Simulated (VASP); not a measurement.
## CuO: single point with BLYP+D3(BJ)

Crystal: CuO.

```
Cu O
1.0
     2.31020   -1.68817    0.00000
     2.31020    1.68817    0.00000
    -0.83854    0.00000    4.98951
Cu O
2 2
Direct
  0.50000 0.00000 0.50000
  0.00000 0.50000 0.00000
  0.41840 0.58160 0.75000
  0.58160 0.41840 0.25000
```

* Program: VASP 6.6.1
* Task: single point
* Functional: BLYP
* Dispersion: D3(BJ)
* Potentials or basis: VASP PAW PBE potentials, release 64 (Cu, O)
* Cutoff: 520 eV
* k mesh: 10 × 10 × 5
* Occupations: fermi-dirac, width 0.05 eV
* Spin: no spin polarisation
* Dipole correction: no
* Further INCAR settings: ALGO = Normal; EDIFF = 1e-07; NBANDS = 25

```yaml
Pressure: 12.0 GPa
Largest_force: 0.034 eV/Å
Band_gap_on_the_k_mesh: zero (bands 17 and 18 overlap by 0.59 eV)
Dispersion_energy_per_atom: -0.635 eV
```

Forces in eV/Å, atoms in the order of the input:
```
Cu   0.000  0.000  0.000
Cu   0.000  0.000  0.000
O    0.000 -0.034  0.000
O    0.000  0.034  0.000
```

Stress tensor (GPa, compression positive):
```
11.95  0.00 -2.54
 0.00 10.58  0.00
-2.54  0.00 13.41
```

Levels at points of the mesh, in eV from the Fermi level:
```csv
k point,band 13,band 14,band 15,band 16,band 17,band 18,band 19,band 20,band 21,band 22
"(0.00, 0.00, 0.00)",-2.60,-2.42,-2.36,-1.83,0.20,0.97,2.04,6.39,8.45,13.65
"(0.50, 0.00, 0.00)",-2.24,-1.76,-1.65,-1.55,0.01,0.24,5.00,6.68,7.21,11.50
"(0.50, 0.50, 0.00)",-2.34,-2.31,-1.72,-1.36,-0.74,1.10,3.47,7.33,8.67,10.41
```

Run time: 2.4 min on 1 thread of AMD EPYC 7R13 Processor (Zen 3), on a shared host, peak memory 0.23 GiB.

Caveat: the cell stands under pressure; the PAW data sets were made with another functional, which shifts forces and pressure a little; semilocal functionals often make such compounds metallic where correlation or magnetic order opens a gap, which also shifts bond lengths. With open d or f shells a metallic result of BLYP can be an artefact of self-interaction; +U or a hybrid may open a gap.
